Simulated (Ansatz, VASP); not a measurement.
This is a calculation of Li for Ansatz 0.2.0.

Contents of input.yaml:

```yaml
crystal:
  lattice:
    - [-1.75465, 1.75465, 1.75465]
    - [1.75465, -1.75465, 1.75465]
    - [1.75465, 1.75465, -1.75465]
  atoms:
    - { symbol: Li, position: [0.0, 0.0, 0.0] }
kpoints:
  mp_grid: { grid: [4, 4, 4] }
scf:
  occupations: { method: fermi_dirac, width: 0.03 }
hamiltonian:
  xc: pbe
  pseudopotentials: { kind: all_electron, lapw: { basis_error: 0.003 } }
output:
  forces: true
  stress: true
  eigenvalues: true
```

Potentials or basis: all-electron LAPW, scalar-relativistic.

Run with:

```bash
$ ansatz run input.yaml --threads 1 --pin off --max-ram 3072MiB --backend cpu --events-out ev --progress --plain --runs-dir out
```

**Question.** Translate it to VASP 6.6.1. Potentials there: VASP PAW PBE potentials, release 64 (Li_sv).

**Answer.** As run (the cutoff follows the program's own potentials):

Contents of INCAR:

```
ALGO = Normal
EDIFF = 1E-6
ENCUT = 750
GGA = PE
GGA_COMPAT = F
ISIF = 2
ISMEAR = -1
LASPH = T
LCHARG = F
LREAL = F
LWAVE = F
NBANDS = 8
NELM = 120
PREC = Accurate
SIGMA = 0.03
```

The input KPOINTS:

```
k-points
0
Gamma
  4 4 4
```

Contents of POSCAR:

```
Li
1.0
   -1.7546500000      1.7546500000      1.7546500000
    1.7546500000     -1.7546500000      1.7546500000
    1.7546500000      1.7546500000     -1.7546500000
Li
1
Direct
    0.0000000000      0.0000000000      0.0000000000
```

Potentials or basis: VASP PAW PBE potentials, release 64 (Li_sv).

The run is started by

```console
$ cat potpaw_PBE.64/Li_sv/POTCAR > POTCAR
$ mpirun -np 1 vasp_std > vasp.out
```

Both were run:

|  | VASP | Ansatz | Ansatz less VASP |
| --- | --- | --- | --- |
| gap on the k mesh at the Fermi level (eV) | none | none | - |
| pressure (GPa) | -0.3 | -0.2 | +0.13 |

A gap of «none» marks a metal or a gap that the smearing closes. Ansatz ran all-electron here, and VASP with PAW potentials.

The k mesh is coarse, so the values compare programs but aren't converged. Noted on Ansatz's run: the k mesh is thin for a metal, which can move the energy by tens of meV per atom.
